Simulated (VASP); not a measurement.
Runs of VASP 6.6.1 on In4Sb3As. The structure is that of space group I-42m (No. 121), or close to it. The cells are those of the table. 

```csv
level,cell,k mesh,pressure (GPa),largest force (eV/Å)
PBE,"a = 8.062 Å, angles 131.7, 131.7, 70.6°, 8 atoms",4 × 4 × 4,-1.1,0.01
PBE,"a = 7.903 Å, angles 131.7, 131.7, 70.6°, 8 atoms",4 × 4 × 4,(a),0.01
PBE,"a = 7.983 Å, angles 131.7, 131.7, 70.6°, 8 atoms",4 × 4 × 4,0.0,-
r2SCAN,"a = 7.967 Å, angles 131.8, 131.8, 70.6°, 8 atoms",6 × 6 × 6,(b),0.01
PBE,"a = 8.140 Å, angles 131.7, 131.7, 70.6°, 8 atoms",4 × 4 × 4,-2.0,0.02
PBE,"a = 7.820 Å, angles 131.7, 131.7, 70.6°, 8 atoms",4 × 4 × 4,2.8,0.02
```

Alike in all rows: task single point; potentials or basis VASP PAW PBE potentials, release 64 (As, In_d, Sb); no spin polarisation; cutoff (eV) 520; smearing fermi-dirac 0.02 eV.

Question: Estimate the missing entries.

Answer: (a) 1.3; (b) -1.2.

Caveats: the PAW data sets were made with another functional, which shifts forces and pressure a little (at least some runs).
